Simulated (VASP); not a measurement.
# Ni (Fm-3m) in VASP: a series of runs

Runs on Ni. Level: r2SCAN. Tasks: single point.

Program: VASP 6.6.1. These are calculated values, not measurements. Logs are shortened: lines on timing, memory, paths and dates and some standing lists are left out, and cuts for length are marked.

### 1 The cell of the first run

Symmetry: Fm-3m, No. 225, cubic system. Conventional cell: a = 3.466 Å, b = 3.466 Å, c = 3.466 Å, α = 90.00°, β = 90.00°, γ = 90.00°. Ni (site symmetry m-3m) has 12 Ni at 2.45 Å within 3.2 Å.

### 2 Single point, r2SCAN

Input file POSCAR:

```
Ni
1.0
    0.0000000000      1.7330608651      1.7330608651
    1.7330608651      0.0000000000      1.7330608651
    1.7330608651      1.7330608651      0.0000000000
Ni
1
Direct
    0.0000000000      0.0000000000      0.0000000000
```

Input file INCAR.step1:

```
ALGO = Normal
EDIFF = 1E-4
ENCUT = 520
GGA = PE
ISMEAR = 0
LASPH = T
LCHARG = F
LREAL = F
LWAVE = T
NBANDS = 11
NELM = 80
PREC = Accurate
SIGMA = 0.3
```

Input file INCAR.step2:

```
ALGO = Normal
EDIFF = 1E-6
ENCUT = 520
ISIF = 2
ISMEAR = 0
ISTART = 1
LASPH = T
LCHARG = F
LMIXTAU = T
LREAL = F
LWAVE = F
METAGGA = R2SCAN
NBANDS = 11
NELM = 80
PREC = Accurate
SIGMA = 0.3
```

Input file KPOINTS:

```
k-points
0
Gamma
  15 15 15
```

Potentials or basis: VASP PAW PBE potentials, release 64 (Ni).

The run is started by

```sh
$ cat potpaw_PBE.64/Ni/POTCAR > POTCAR
$ cp INCAR.step1 INCAR
$ mpirun -np 1 vasp_std > vasp.out
$ cp INCAR.step2 INCAR
$ mpirun -np 1 vasp_std > vasp.out
```

OUTCAR:

```text
EDIFF = 1E-6
   ENCUT = 520
   ISIF = 2
   ISMEAR = 0
   ISTART = 1
   LASPH = T
   LREAL = F
   METAGGA = R2SCAN
   NELM = 80
   PREC = Accurate

 ion  position               nearest neighbor table
   1  0.000  0.000  0.000-

  LATTYP: Found a face centered cubic cell.
 ALAT       =     3.4661217302

  Lattice vectors:

 A1 = (   0.0000000000,   1.7330608651,   1.7330608651)
 A2 = (   1.7330608651,   0.0000000000,   1.7330608651)
 A3 = (   1.7330608651,   1.7330608651,   0.0000000000)

Analysis of symmetry for initial positions (statically):
=====================================================================
 Subroutine PRICEL returns:
 Original cell was already a primitive cell.

 Routine SETGRP: Setting up the symmetry group for a
 face centered cubic supercell.

 Subroutine GETGRP returns: Found 48 space group operations
 (whereof 48 operations were pure point group operations)
 out of a pool of 48 trial point group operations.

The static configuration has the point symmetry O_h .

Analysis of symmetry for dynamics (positions and initial velocities):
=====================================================================
 Subroutine PRICEL returns:
 Original cell was already a primitive cell.

 Routine SETGRP: Setting up the symmetry group for a
 face centered cubic supercell.

 Subroutine GETGRP returns: Found 48 space group operations
 (whereof 48 operations were pure point group operations)
 out of a pool of 48 trial point group operations.

The dynamic configuration has the point symmetry O_h .

 Subroutine INISYM returns: Found 48 space group operations
 (whereof 48 operations are pure point group operations),
 and found     1 'primitive' translations

----------------------------------------------------------------------------------------

                                     Primitive cell

  volume of cell :      10.4105

  direct lattice vectors                    reciprocal lattice vectors
     0.000000000  1.733060865  1.733060865    -0.288506890  0.288506890  0.288506890
     1.733060865  0.000000000  1.733060865     0.288506890 -0.288506890  0.288506890
     1.733060865  1.733060865  0.000000000     0.288506890  0.288506890 -0.288506890

  length of vectors
     2.450918180  2.450918180  2.450918180     0.499708591  0.499708591  0.499708591

  position of ions in fractional coordinates (direct lattice)
     0.000000000  0.000000000  0.000000000

  ion indices of the primitive-cell ions
   primitive index   ion index
                 1           1

----------------------------------------------------------------------------------------

 KPOINTS: k-points

Automatic generation of k-mesh.
 Grid dimensions read from file:
 generate k-points for:   15   15   15

 Generating k-lattice:

  Cartesian coordinates                     Fractional coordinates (reciprocal lattice)
    -0.019233793  0.019233793  0.019233793     0.066666667  0.000000000  0.000000000
     0.019233793 -0.019233793  0.019233793     0.000000000  0.066666667  0.000000000
     0.019233793  0.019233793 -0.019233793     0.000000000  0.000000000  0.066666667

  Length of vectors
     0.033313906  0.033313906  0.033313906

  Shift w.r.t. Gamma in fractional coordinates (k-lattice)
     0.000000000  0.000000000  0.000000000

 Subroutine IBZKPT returns following result:
 ===========================================

 Found    120 irreducible k-points:

 Following reciprocal coordinates:
            Coordinates               Weight
  0.000000  0.000000  0.000000      1.000000
  0.066667  0.000000  0.000000      8.000000
  0.133333  0.000000  0.000000      8.000000
  0.200000  0.000000  0.000000      8.000000
  0.266667  0.000000  0.000000      8.000000
  0.333333  0.000000  0.000000      8.000000
[... 16 lines left out ...]
  0.133333  0.133333  0.000000      6.000000
  0.200000  0.133333  0.000000     24.000000
 [... further k-points ...]
   k-points           NKPTS =    120   k-points in BZ     NKDIM =    120   number of bands    NBANDS=     11
   number of dos      NEDOS =    301   number of ions     NIONS =      1
   total plane-waves  NPLWV =   5832
   dimension x,y,z NGX =    18 NGY =   18 NGZ =   18
   dimension x,y,z NGXF=    36 NGYF=   36 NGZF=   36
   ions per type =               1
   NGX,Y,Z   is equivalent  to a cutoff of  12.21, 12.21, 12.21 a.u.
   NGXF,Y,Z  is equivalent  to a cutoff of  24.42, 24.42, 24.42 a.u.
 SYSTEM =  unknown system
   PREC   = accura    normal or accurate (medium, high low for compatibility)
   ISTART =      1    job   : 0-new  1-cont  2-samecut
   ICHARG =      0    charge: 1-file 2-atom 10-const
   ISPIN  =      1    spin polarized calculation?
   LNONCOLLINEAR =      F non collinear calculations
   LSORBIT =      F    spin-orbit coupling
   LASPH  =      T    aspherical Exc in radial PAW
   ENCUT  =  520.0 eV  38.22 Ry    6.18 a.u.   4.56  4.56  4.56*2*pi/ulx,y,z
   NELM   =     80;   NELMIN=  2; NELMDL=  0     # of ELM steps
   EDIFF  = 0.1E-05   stopping-criterion for ELM
   LREAL  =      F    real-space projection
   EDIFFG = 0.1E-04   stopping-criterion for IOM
   NSW    =      0    number of steps for IOM
   IBRION =     -1    ionic relax: 0-MD 1-quasi-New 2-CG
   NFREE  =      0    steps in history (QN), initial steepest desc. (CG)
   ISIF   =      2    stress and relaxation
   ISYM   =      2    0-nonsym 1-usesym 2-fastsym
   POTIM  = 0.5000    time-step for ionic-motion
   TEBEG  =    0.0;   TEEND  =   0.0 temperature during run
   PSTRESS=    0.0 pullay stress
   NELECT =      10.0000    total number of electrons
   NUPDOWN=      -1.0000    fix difference up-down
   EMIN   =  10.00;   EMAX   =-10.00  energy-range for DOS
   EFERMI =   0.00;   METHOD = LEGACY
   ISMEAR =     0;   SIGMA  =   0.30  broadening in eV -4-tet -1-fermi 0-gaus
   EFERMI_NEDOS =   21; number of points for ismear=-14 and -15
   IALGO  =     38    algorithm
   IMIX   =      4    mixing-type and parameters
     AMIX     =   0.40;   BMIX     =  1.00
     AMIX_MAG =   1.60;   BMIX_MAG =  1.00
  volume/ion in A,a.u.               =      10.41        70.25
  Fermi-wavevector in a.u.,A,eV,Ry     =   1.615292  3.052459 35.499885  2.609168
  Thomas-Fermi vector in A             =   2.710063
   LORBIT       =      0    0 simple, 1 ext, 2 COOP (PROOUT), +10 PAW based schemes
   METAGGA = R2SCAN    functional components
   LHFCALC =     F    Hartree Fock is set to
   AEXX    =    0.0000 exact exchange contribution
   IVDW    =     0    specifies the selected vdW correction
   LEPSILON=     F    determine dielectric tensor
   LRPA    =     F    only Hartree local field effects (RPA)
 non-spin polarized calculation
 Gauss-broadening in eV      SIGMA  =   0.30
  energy-cutoff  :      520.00
  volume of cell :       10.41
 maximum number of plane-waves:       295
   NGX =  9   NGY =  9   NGZ =  9

 number of electron       9.9999995 magnetization

 Free energy of the ion-electron system (eV)
  ---------------------------------------------------
  ext. energy  EPLUGINS =         0.00000000
  ---------------------------------------------------
  free energy    TOTEN  =       -11.88992515 eV

  energy without entropy =      -11.78554947  energy(sigma->0) =      -11.83773731

 E-fermi :   9.6428     XC(G=0): -14.6582

 val. band max:        9.6375260722   @ k =  -0.3333   0.0667   0.0000
 cond. band min:       9.6446213688   @ k =   0.4667   0.2667   0.0000
 fundamental gap:      0.0070952966
 Fermi energy:         9.6427845255

 k-point     1 :       0.0000    0.0000    0.0000
  band No.  band energies     occupation
      1       0.1296      2.00000
      2       7.6090      2.00000
      3       7.6091      2.00000
      4       7.6091      2.00000
      5       8.7304      1.99998
      6       8.7304      1.99998
      7      34.7584      0.00000
      8      39.4323      0.00000
      9      39.4323      0.00000
     10      39.4325      0.00000
     11      42.3378      0.00000

 k-point     2 :       0.0667    0.0000    0.0000
  band No.  band energies     occupation
      1       0.3163      2.00000
      2       7.5556      2.00000
      3       7.6519      2.00000
      4       7.6519      2.00000
      5       8.7121      1.99999
      6       8.7121      1.99999
      7      34.1929      0.00000
      8      37.2936      0.00000
      9      38.9898      0.00000
     10      38.9900      0.00000
     11      42.9789      0.00000

 k-point     3 :       0.1333    0.0000    0.0000
  band No.  band energies     occupation
      1       0.8647      2.00000
      2       7.4161      2.00000
      3       7.7528      2.00000
      4       7.7528      2.00000
      5       8.6841      1.99999
      6       8.6841      1.99999
      7      31.5649      0.00000
      8      35.9928      0.00000
      9      38.2255      0.00000
     10      38.2256      0.00000
     11      43.5980      0.00000

 k-point     4 :       0.2000    0.0000    0.0000
  band No.  band energies     occupation
      1       1.7320      2.00000
      2       7.2538      2.00000
      3       7.8243      2.00000
      4       7.8243      2.00000
      5       8.7301      1.99998
      6       8.7301      1.99998
      7      28.0140      0.00000
      8      35.4389      0.00000
      9      37.5528      0.00000
     10      37.5529      0.00000
     11      43.7383      0.00000
[... 239 lines left out ...]
 k-point    22 :      -0.0667    0.0667    0.0000
  band No.  band energies     occupation
      1       0.6236      2.00000
      2       7.4600      2.00000
      3       7.7147      2.00000
      4       7.7315      2.00000
      5       8.6241      2.00000
      6       8.7530      1.99997
      7      33.2697      0.00000
      8      35.2397      0.00000
      9      37.9587      0.00000
     10      40.0991      0.00000
     11      42.5025      0.00000

 k-point    23 :       0.1333    0.1333    0.0000
  band No.  band energies     occupation
      1       1.1048      2.00000
      2       7.2449      2.00000
      3       7.8922      2.00000
      4       7.8922      2.00000
      5       8.4154      2.00000
      6       8.8563      1.99979
      7      33.3418      0.00000
      8      34.9720      0.00000
      9      34.9721      0.00000
     10      36.0008      0.00000
     11      43.6511      0.00000

 k-point    24 :       0.2000    0.1333    0.0000
  band No.  band energies     occupation
      1       1.7404      2.00000
      2       7.0646      2.00000
      3       7.9746      2.00000
      4       8.0266      2.00000
      5       8.3677      2.00000
      6       8.9288      1.99924
      7      30.8662      0.00000
      8      33.7932      0.00000
      9      33.8986      0.00000
     10      36.4329      0.00000
     11      41.8525      0.00000

 [... further k-points ...]

------------------------ aborting loop because EDIFF is reached ----------------------------------------

  FORCE on cell =-STRESS in cart. coord.  units (eV):
  Direction    XX          YY          ZZ          XY          YZ          ZX
  --------------------------------------------------------------------------------------
  -------------------------------------------------------------------------------------
  Total        0.0546155      0.0546155      0.0546155      0.0000000      0.0000000     -0.0000000
  in kB        8.4053372      8.4053372      8.4053372      0.0000000      0.0000000     -0.0000000
  external PRESSURE =       8.4053372 kB  Pullay stress =       0.0000000 kB

 VOLUME and BASIS-vectors are now :
 -----------------------------------------------------------------------------
  energy-cutoff  :      520.00
  volume of cell :       10.41
      direct lattice vectors                 reciprocal lattice vectors
     0.000000000  1.733060865  1.733060865    -0.288506890  0.288506890  0.288506890
     1.733060865  0.000000000  1.733060865     0.288506890 -0.288506890  0.288506890
     1.733060865  1.733060865  0.000000000     0.288506890  0.288506890 -0.288506890

 POSITION                                       TOTAL-FORCE (eV/Angst)
 -----------------------------------------------------------------------------------
      0.00000      0.00000      0.00000         0.000000      0.000000      0.000000
 -----------------------------------------------------------------------------------
    total drift:                                0.000000     -0.000000     -0.000000

  FREE ENERGIE OF THE ION-ELECTRON SYSTEM (eV)
  ---------------------------------------------------
  free  energy   TOTEN  =       -11.8899251533 eV

  energy  without entropy=      -11.7855494674  energy(sigma->0) =      -11.83773731
```

Run time: 32 s. Hardware: 1 thread of Intel Xeon 6975P-C (Granite Rapids), shared host; peak memory 0.12 GiB.

What came out:

```yaml
Free_energy: -11.8899 eV
Pressure: 0.8 GPa
Band_gap_on_the_k_mesh: zero (bands 5 and 6 overlap by 1.11 eV)
```

Caveat: so wide a smearing shifts energies and pressures; the PAW data sets were made with another functional, which shifts forces and pressure a little; the run has no spin polarisation, though such a crystal can be magnetic.

### 3 Single point, r2SCAN

POSCAR is that of step 2.

Input file INCAR.step1:

```
  PREC = Accurate
  ENCUT = 520
  ISMEAR = 0
  SIGMA = 0.6
  LREAL = False
  LASPH = True
  NELM = 80
  NBANDS = 11
  GGA = PE
  ALGO = Normal
  EDIFF = 1E-4
  LWAVE = True
  LCHARG = False
```

Input file INCAR.step2:

```
  PREC = Accurate
  ENCUT = 520
  EDIFF = 1E-6
  ISMEAR = 0
  SIGMA = 0.6
  LREAL = False
  LASPH = True
  NELM = 80
  ALGO = Normal
  ISIF = 2
  LWAVE = False
  LCHARG = False
  METAGGA = R2SCAN
  LMIXTAU = True
  NBANDS = 11
  ISTART = 1
```

Input file KPOINTS:

```
regular mesh
0
Gamma
  15 15 15
```

Potentials or basis: VASP PAW PBE potentials, release 64 (Ni).

The run is started by

```sh
$ cat potpaw_PBE.64/Ni/POTCAR > POTCAR
$ cp INCAR.step1 INCAR
$ mpirun -np 1 vasp_std > vasp.out
$ cp INCAR.step2 INCAR
$ mpirun -np 1 vasp_std > vasp.out
```

Run time: 32 s. Hardware: 1 thread of Intel Xeon 6975P-C (Granite Rapids), shared host; peak memory 0.13 GiB.

The run converged. Its results:

| Property | Result |
| --- | --- |
| Free energy | -12.0199 eV |
| Pressure | 2.3 GPa |
| Band gap on the k mesh | zero (bands 5 and 6 overlap by 1.09 eV) |

Levels at points of the mesh, in eV from the Fermi level:
```tsv
k point	band 3	band 4	band 5	band 6	band 7	band 8
(0.00, 0.00, 0.00)	-2.13	-2.13	-1.00	-1.00	25.03	29.71
```

Caveat: so wide a smearing shifts energies and pressures; the PAW data sets were made with another functional, which shifts forces and pressure a little; the run has no spin polarisation, though such a crystal can be magnetic.

The gap in the log of VASP goes by the Fermi energy; the results here count the filled bands.